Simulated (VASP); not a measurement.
# Sn3TeO2 (P6/mmm) in VASP: relaxation of cell and atoms with PBE

Aim: the relaxation of cell and atoms of Sn3TeO2 with PBE.

Everything below comes from runs of VASP 6.6.1. Logs are shortened: lines on timing, memory, paths and dates and some standing lists are left out, and cuts for length are marked.

## (1) The cell of the first run

It takes space group P6/mmm (No. 191, hexagonal). Conventional cell: a = 7.505 Å, b = 7.505 Å, c = 3.022 Å, α = 90.00°, β = 90.00°, γ = 120.00°. Sn (site symmetry mmm) has 2 O at 2.17 Å within 2.9 Å. Within 4.1 Å of Te (site symmetry 6/mmm) lie 2 Te at 3.02 Å and 12 Sn at 4.05 Å. O (site symmetry -6m2) has 3 Sn at 2.17 Å within 2.9 Å.

The cell was generated, and may not be a known phase.

## (2) Relaxation of cell and atoms, PBE

Contents of INCAR:

```
SYSTEM = Sn3TeO2
PREC = Accurate ; ENCUT = 600
EDIFF = 1E-7 ; ISMEAR = 0
SIGMA = 0.1 ; LREAL = .False.
LASPH = .True. ; NELM = 80
ALGO = Normal ; ISIF = 3
LWAVE = .False. ; LCHARG = .False.
GGA = PE ; IBRION = 2
NSW = 100 ; EDIFFG = -0.01
```

Contents of KPOINTS:

```
Automatic mesh
0
Gamma
  6 6 12
  0 0 0
```

Contents of POSCAR:

```
Sn3TeO2
1.0
    7.5048914779      0.0000000000      0.0000000000
   -3.7524457389      6.4994266725      0.0000000000
    0.0000000000      0.0000000000      3.0219446086
Sn Te O
3 1 2
Direct
    0.5000000000      0.0000000000      0.0000000000
    0.0000000000      0.5000000000      0.0000000000
    0.5000000000      0.5000000000      0.0000000000
    0.0000000000      0.0000000000      0.5000000000
    0.3333333333      0.6666666667      0.0000000000
    0.6666666667      0.3333333333      0.0000000000
```

Potentials or basis: VASP PAW PBE potentials, release 64 (Sn_d, Te, O).

The run is started by

```console
$ cat potpaw_PBE.64/Sn_d/POTCAR potpaw_PBE.64/Te/POTCAR potpaw_PBE.64/O/POTCAR > POTCAR
$ mpirun -np 1 vasp_std > vasp.out
```

OUTCAR:

```text
SYSTEM = Sn3TeO2
   PREC = Accurate
   ENCUT = 600
   EDIFF = 1E-7
   ISMEAR = 0
   LREAL = .False.
   LASPH = .True.
   NELM = 80
   ISIF = 3
   GGA = PE
   IBRION = 2
   NSW = 100
   EDIFFG = -0.01

 ion  position               nearest neighbor table
   1  0.500  0.000  0.000-   5 2.17   6 2.17   3 3.75   3 3.75   2 3.75   2 3.75
   2  0.000  0.500  0.000-   5 2.17   6 2.17   3 3.75   3 3.75   1 3.75   1 3.75
   3  0.500  0.500  0.000-   5 2.17   6 2.17   1 3.75   1 3.75   2 3.75   2 3.75
   4  0.000  0.000  0.500-
   5  0.333  0.667  0.000-   1 2.17   2 2.17   3 2.17
   6  0.667  0.333  0.000-   1 2.17   2 2.17   3 2.17

  LATTYP: Found a hexagonal cell.
 ALAT       =     7.5048914779
 C/A-ratio  =     0.4026633320

  Lattice vectors:

 A1 = (   7.5048914779,   0.0000000000,   0.0000000000)
 A2 = (  -3.7524457389,   6.4994266725,   0.0000000000)
 A3 = (   0.0000000000,   0.0000000000,   3.0219446086)

Analysis of symmetry for initial positions (statically):
=====================================================================
 Subroutine PRICEL returns:
 Original cell was already a primitive cell.

 Routine SETGRP: Setting up the symmetry group for a
 hexagonal supercell.

 Subroutine GETGRP returns: Found 24 space group operations
 (whereof 24 operations were pure point group operations)
 out of a pool of 24 trial point group operations.

The static configuration has the point symmetry D_6h.

Analysis of symmetry for dynamics (positions and initial velocities):
=====================================================================
 Subroutine PRICEL returns:
 Original cell was already a primitive cell.

 Routine SETGRP: Setting up the symmetry group for a
 hexagonal supercell.

 Subroutine GETGRP returns: Found 24 space group operations
 (whereof 24 operations were pure point group operations)
 out of a pool of 24 trial point group operations.

The dynamic configuration has the point symmetry D_6h.

 Subroutine INISYM returns: Found 24 space group operations
 (whereof 24 operations are pure point group operations),
 and found     1 'primitive' translations

----------------------------------------------------------------------------------------

                                     Primitive cell

  volume of cell :     147.4029

  direct lattice vectors                    reciprocal lattice vectors
     7.504891478  0.000000000  0.000000000     0.133246430  0.076929862  0.000000000
    -3.752445739  6.499426673  0.000000000     0.000000000  0.153859725  0.000000000
     0.000000000  0.000000000  3.021944609     0.000000000  0.000000000  0.330912750

  length of vectors
     7.504891478  7.504891478  3.021944609     0.153859725  0.153859725  0.330912750

  position of ions in fractional coordinates (direct lattice)
     0.500000000  0.000000000  0.000000000
     0.000000000  0.500000000  0.000000000
     0.500000000  0.500000000  0.000000000
     0.000000000  0.000000000  0.500000000
     0.333333333  0.666666667  0.000000000
     0.666666667  0.333333333  0.000000000

  ion indices of the primitive-cell ions
   primitive index   ion index
                 1           1
                 2           2
                 3           3
                 4           4
                 5           5
                 6           6

----------------------------------------------------------------------------------------

 KPOINTS: Automatic mesh

Automatic generation of k-mesh.
 Grid dimensions read from file:
 generate k-points for:    6    6   12

 Generating k-lattice:

  Cartesian coordinates                     Fractional coordinates (reciprocal lattice)
     0.022207738  0.012821644  0.000000000     0.166666667  0.000000000  0.000000000
     0.000000000  0.025643287  0.000000000     0.000000000  0.166666667  0.000000000
     0.000000000  0.000000000  0.027576062     0.000000000  0.000000000  0.083333333

  Length of vectors
     0.025643287  0.025643287  0.027576062

  Shift w.r.t. Gamma in fractional coordinates (k-lattice)
     0.000000000  0.000000000  0.000000000

 Subroutine IBZKPT returns following result:
 ===========================================

 Found     49 irreducible k-points:

 Following reciprocal coordinates:
            Coordinates               Weight
  0.000000  0.000000  0.000000      1.000000
  0.166667 -0.000000  0.000000      6.000000
  0.333333  0.000000  0.000000      6.000000
  0.500000 -0.000000  0.000000      3.000000
  0.166667  0.166667  0.000000      6.000000
  0.333333  0.166667  0.000000     12.000000
[... 16 lines left out ...]
  0.166667 -0.000000  0.250000     12.000000
  0.333333  0.000000  0.250000     12.000000
 [... further k-points ...]
   k-points           NKPTS =     49   k-points in BZ     NKDIM =     49   number of bands    NBANDS=     36
   number of dos      NEDOS =    301   number of ions     NIONS =      6
   total plane-waves  NPLWV =  86400
   dimension x,y,z NGX =    60 NGY =   60 NGZ =   24
   dimension x,y,z NGXF=   120 NGYF=  120 NGZF=   48
   ions per type =               3   1   2
   NGX,Y,Z   is equivalent  to a cutoff of  13.29, 13.29, 13.20 a.u.
   NGXF,Y,Z  is equivalent  to a cutoff of  26.58, 26.58, 26.41 a.u.
 SYSTEM =  Sn3TeO2
   PREC   = accura    normal or accurate (medium, high low for compatibility)
   ISTART =      0    job   : 0-new  1-cont  2-samecut
   ICHARG =      2    charge: 1-file 2-atom 10-const
   ISPIN  =      1    spin polarized calculation?
   LNONCOLLINEAR =      F non collinear calculations
   LSORBIT =      F    spin-orbit coupling
   LASPH  =      T    aspherical Exc in radial PAW
   ENCUT  =  600.0 eV  44.10 Ry    6.64 a.u.  14.99 14.99  6.04*2*pi/ulx,y,z
   NELM   =     80;   NELMIN=  2; NELMDL= -5     # of ELM steps
   EDIFF  = 0.1E-06   stopping-criterion for ELM
   LREAL  =      F    real-space projection
   EDIFFG = -.1E-01   stopping-criterion for IOM
   NSW    =    100    number of steps for IOM
   IBRION =      2    ionic relax: 0-MD 1-quasi-New 2-CG
   NFREE  =      1    steps in history (QN), initial steepest desc. (CG)
   ISIF   =      3    stress and relaxation
   ISYM   =      2    0-nonsym 1-usesym 2-fastsym
   POTIM  = 0.5000    time-step for ionic-motion
   TEBEG  =    0.0;   TEEND  =   0.0 temperature during run
   PSTRESS=    0.0 pullay stress
   NELECT =      60.0000    total number of electrons
   NUPDOWN=      -1.0000    fix difference up-down
   EMIN   =  10.00;   EMAX   =-10.00  energy-range for DOS
   EFERMI =   0.00;   METHOD = LEGACY
   ISMEAR =     0;   SIGMA  =   0.10  broadening in eV -4-tet -1-fermi 0-gaus
   EFERMI_NEDOS =   21; number of points for ismear=-14 and -15
   IALGO  =     38    algorithm
   IMIX   =      4    mixing-type and parameters
     AMIX     =   0.40;   BMIX     =  1.00
     AMIX_MAG =   1.60;   BMIX_MAG =  1.00
  volume/ion in A,a.u.               =      24.57       165.79
  Fermi-wavevector in a.u.,A,eV,Ry     =   1.213268  2.292743 20.028024  1.472018
  Thomas-Fermi vector in A             =   2.348725
   LORBIT       =      0    0 simple, 1 ext, 2 COOP (PROOUT), +10 PAW based schemes
   GGA     = PE    functional components
   LHFCALC =     F    Hartree Fock is set to
   AEXX    =    0.0000 exact exchange contribution
   IVDW    =     0    specifies the selected vdW correction
   LEPSILON=     F    determine dielectric tensor
   LRPA    =     F    only Hartree local field effects (RPA)
 conjugate gradient relaxation of ions
 non-spin polarized calculation
 Gauss-broadening in eV      SIGMA  =   0.10
  energy-cutoff  :      600.00
  volume of cell :      147.40
 maximum number of plane-waves:      4950
 NGX is ok and might be reduce to    60
   NGX = 29   NGY = 29   NGZ = 13

--------------------------------------- Ionic step        1  -------------------------------------------

 number of electron      60.0000025 magnetization

 Free energy of the ion-electron system (eV)
  ---------------------------------------------------
  ext. energy  EPLUGINS =         0.00000000
  ---------------------------------------------------
  free energy    TOTEN  =       -27.10425555 eV

  energy without entropy =      -27.09513418  energy(sigma->0) =      -27.09969486

------------------------ aborting loop because EDIFF is reached ----------------------------------------

  FORCE on cell =-STRESS in cart. coord.  units (eV):
  Direction    XX          YY          ZZ          XY          YZ          ZX
  --------------------------------------------------------------------------------------
  -------------------------------------------------------------------------------------
  Total       -0.9155443     -0.9155443      2.0179772     -0.0000000     -0.0000000      0.0000000
  in kB       -9.9513949     -9.9513949     21.9341536     -0.0000000     -0.0000000      0.0000000
  external PRESSURE =       0.6771213 kB  Pullay stress =       0.0000000 kB

 VOLUME and BASIS-vectors are now :
 -----------------------------------------------------------------------------
  energy-cutoff  :      600.00
  volume of cell :      147.40
      direct lattice vectors                 reciprocal lattice vectors
     7.504891478  0.000000000  0.000000000     0.133246430  0.076929862  0.000000000
    -3.752445739  6.499426673  0.000000000     0.000000000  0.153859725  0.000000000
     0.000000000  0.000000000  3.021944609     0.000000000  0.000000000  0.330912750
[... 121 lines left out ...]
 POSITION                                       TOTAL-FORCE (eV/Angst)
 -----------------------------------------------------------------------------------
      3.73736     -0.00000      0.00000         0.000000     -0.000000      0.000000
     -1.86868      3.23665      0.00000         0.000000     -0.000000      0.000000
      1.86868      3.23665      0.00000         0.000000     -0.000000      0.000000
     -0.00000     -0.00000      1.53681         0.000000     -0.000000      0.000000
     -0.00000      4.31553      0.00000         0.000000      0.000000      0.000000
      3.73736      2.15777      3.07361        -0.000000     -0.000000     -0.000000
 -----------------------------------------------------------------------------------
    total drift:                                0.000000      0.000000     -0.000000

  FREE ENERGIE OF THE ION-ELECTRON SYSTEM (eV)
  ---------------------------------------------------
  free  energy   TOTEN  =       -27.1246634822 eV

  energy  without entropy=      -27.1165867685  energy(sigma->0) =      -27.12062513

--------------------------------------- Ionic step        5  -------------------------------------------

 number of electron      60.0000032 magnetization

 Free energy of the ion-electron system (eV)
  ---------------------------------------------------
  ext. energy  EPLUGINS =         0.00000000
  ---------------------------------------------------
  free energy    TOTEN  =       -27.12468933 eV

  energy without entropy =      -27.11660563  energy(sigma->0) =      -27.12064748

 E-fermi :   5.6439     XC(G=0):  -9.4210

 val. band max:        5.5908601308   @ k =   0.3333   0.0000   0.0000
 cond. band min:       5.6502393586   @ k =   0.1667   0.1667   0.5000
 fundamental gap:      0.0593792278
 Fermi energy:         5.6438512746

 k-point     1 :       0.0000    0.0000    0.0000
  band No.  band energies     occupation
      1     -16.5598      2.00000
      2     -16.2325      2.00000
      3     -16.2241      2.00000
      4     -16.2241      2.00000
      5     -16.0972      2.00000
      6     -16.0972      2.00000
[... 925 lines left out ...]
     35       8.5200      0.00000
     36       8.7121      0.00000

 [... further k-points ...]

------------------------ aborting loop because EDIFF is reached ----------------------------------------

  FORCE on cell =-STRESS in cart. coord.  units (eV):
  Direction    XX          YY          ZZ          XY          YZ          ZX
  --------------------------------------------------------------------------------------
  -------------------------------------------------------------------------------------
  Total       -0.0131366     -0.0131366      0.0192415     -0.0000000      0.0000000      0.0000000
  in kB       -0.1416674     -0.1416674      0.2075032     -0.0000000      0.0000000      0.0000000
  external PRESSURE =      -0.0252772 kB  Pullay stress =       0.0000000 kB

 VOLUME and BASIS-vectors are now :
 -----------------------------------------------------------------------------
  energy-cutoff  :      600.00
  volume of cell :      148.57
      direct lattice vectors                 reciprocal lattice vectors
     7.472510287 -0.000000000 -0.000000000     0.133823837  0.077263228  0.000000000
    -3.736255143  6.471383739  0.000000000     0.000000000  0.154526457  0.000000000
    -0.000000000 -0.000000000  3.072276740    -0.000000000 -0.000000000  0.325491511

 POSITION                                       TOTAL-FORCE (eV/Angst)
 -----------------------------------------------------------------------------------
      3.73626     -0.00000      0.00000        -0.000000      0.000000      0.000000
     -1.86813      3.23569      0.00000        -0.000000      0.000000      0.000000
      1.86813      3.23569      0.00000        -0.000000      0.000000      0.000000
     -0.00000     -0.00000      1.53614        -0.000000      0.000000      0.000000
     -0.00000      4.31426      0.00000         0.000000     -0.000000     -0.000000
      3.73626      2.15713      0.00000         0.000000      0.000000      0.000000
 -----------------------------------------------------------------------------------
    total drift:                                0.000000      0.000000     -0.000000

  FREE ENERGIE OF THE ION-ELECTRON SYSTEM (eV)
  ---------------------------------------------------
  free  energy   TOTEN  =       -27.1246893257 eV

  energy  without entropy=      -27.1166056288  energy(sigma->0) =      -27.12064748

 reached required accuracy - stopping structural energy minimisation
```

It took 24 min on 1 thread of Intel Xeon 8259CL, shared host; peak memory 0.49 GiB.

What came out:

| Item | Value |
| --- | --- |
| Free energy | -27.1247 eV |
| Relaxed volume | 24.76 Å³/atom |
| Relaxed cell | a = 7.473 Å, b = 7.473 Å, c = 3.072 Å, α = 90.00°, β = 90.00°, γ = 120.00° |
| Space group after relaxing (to 0.1 Å) | P6/mmm (No. 191) |
| Energy gained by relaxing | 3.4 meV/atom |
| Ionic steps | 5 |
| Pressure after relaxing | 0.0 GPa |
| Band gap on the k mesh | zero (bands 30 and 31 overlap by 2.02 eV) |

The path:
```
step  energy change (eV)  largest force (eV/Å)  pressure (GPa)  volume (Å³)
   1              0.0000                0.0000            0.07       147.40
   2             -0.0187                0.0000            0.42       147.60
   3             -0.0193                0.0000            0.36       147.57
   4             -0.0204                0.0000           -0.05       148.72
   5             -0.0204                0.0000            0.00       148.57
```

Final structure:
```
CELL_PARAMETERS angstrom
7.47251 0.00000 0.00000
-3.73626 6.47138 0.00000
0.00000 0.00000 3.07228
ATOMIC_POSITIONS crystal
Sn 0.50000 0.00000 0.00000
Sn 0.00000 0.50000 0.00000
Sn 0.50000 0.50000 0.00000
Te 0.00000 0.00000 0.50000
O 0.33333 0.66667 0.00000
O 0.66667 0.33333 0.00000
```

Caveat: spin-orbit coupling is left out, which moves the levels of the heavy elements.

The gap in the log of VASP goes by the Fermi energy; the results here count the filled bands.